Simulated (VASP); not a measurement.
# Nb: single point with PBE

The system is Nb.

```xyz
1
Lattice="-1.6548 1.6548 1.6548 1.6548 -1.6548 1.6548 1.6548 1.6548 -1.6548" Properties=species:S:1:pos:R:3 pbc="T T T"
Nb    0.0000    0.0000    0.0000
```

```json
{"Program": "VASP 6.6.1", "Task": "single point", "Functional": "PBE", "Potentials or basis": "VASP PAW PBE potentials, release 64 (Nb_sv)", "Cutoff": "520 eV", "k mesh": "13 × 13 × 13", "Occupations": "methfessel-paxton, width 0.2 eV", "Spin": "no spin polarisation", "Dipole correction": "no", "Further INCAR settings": "ALGO = Normal; EDIFF = 1e-07; NBANDS = 12"}
```

```yaml
Pressure: -0.8 GPa
```

Levels at points of the mesh, in eV from the Fermi level:
| k point | band 4 | band 5 | band 6 | band 7 | band 8 | band 9 |
| --- | --- | --- | --- | --- | --- | --- |
| (0.00, 0.00, 0.00) | -29.68 | -5.94 | 0.37 | 0.37 | 0.37 | 3.26 |

Wall time 18 s on 1 thread of AMD EPYC 9R14 (Zen 4), on a shared host, peak memory 0.11 GiB.
